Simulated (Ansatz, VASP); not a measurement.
**One calculation of HfH2, two programs**

File INCAR:

```
SYSTEM = HfH2
PREC = Accurate
ENCUT = 520
EDIFF = 1E-8
ISMEAR = -1
SIGMA = 0.03
LREAL = .False.
LASPH = .True.
NELM = 80
ALGO = Normal
ISIF = 2
LWAVE = .False.
LCHARG = .False.
LEFG = .True.
NBANDS = 13
```

The input KPOINTS:

```
Automatic mesh
0
Gamma
  15 15 15
  0 0 0
```

File POSCAR:

```
HfH2
1.0
   -1.6956757868      1.6956757868      2.1013884534
    1.6956757868     -1.6956757868      2.1013884534
    1.6956757868      1.6956757868     -2.1013884534
Hf H
1 2
Direct
    0.0000000000      0.0000000000      0.0000000000
    0.2500000000      0.7500000000      0.5000000000
    0.7500000000      0.2500000000      0.5000000000
```

Input for Ansatz:

```yaml
crystal:
  lattice:
    - [-1.6956757868, 1.6956757868, 2.1013884534]
    - [1.6956757868, -1.6956757868, 2.1013884534]
    - [1.6956757868, 1.6956757868, -2.1013884534]
  atoms:
    - { symbol: Hf, position: [0.0, 0.0, 0.0] }
    - { symbol: H, position: [0.25, 0.75, 0.5] }
    - { symbol: H, position: [0.75, 0.25, 0.5] }
kpoints:
  mp_grid: { grid: [15, 15, 15] }
scf:
  occupations: { method: fermi_dirac, width: 0.03 }
hamiltonian:
  xc: lda
  pseudopotentials: { kind: all_electron, datasets: crystal }
output:
  forces: true
  stress: true
  eigenvalues: true
  efg: { contact_densities: true }
```

Change from the starting cell: volume scaled by 0.9405, crystal datasets.

Alike in both runs: task electric field gradients; functional LDA; k mesh 15 × 15 × 15; occupations fermi-dirac, width 0.03 eV; no spin polarisation.

|  | VASP | Ansatz |
| --- | --- | --- |
| version | VASP 6.6.1 | Ansatz 0.2.0 |
| potentials or method | VASP PAW LDA potentials, release 64 (Hf_pv, H), cutoff 520 eV | all-electron PAW with datasets made for the crystal, scalar-relativistic |

```csv
,VASP,Ansatz,Ansatz less VASP
pressure (GPa),5.1,5.2,+0.03
"traceless stress, the component that is largest in VASP (GPa)",-1.30,-1.31,-0.011
size of Vzz on the site where it differs most (V/Å²),29.7,39.3,+9.63
```

LDA's correlation is that of Perdew and Zunger in VASP and of Perdew and Wang (1992) in Ansatz. Ansatz ran all-electron here, and VASP with PAW potentials.

Neither program's run includes spin-orbit coupling.
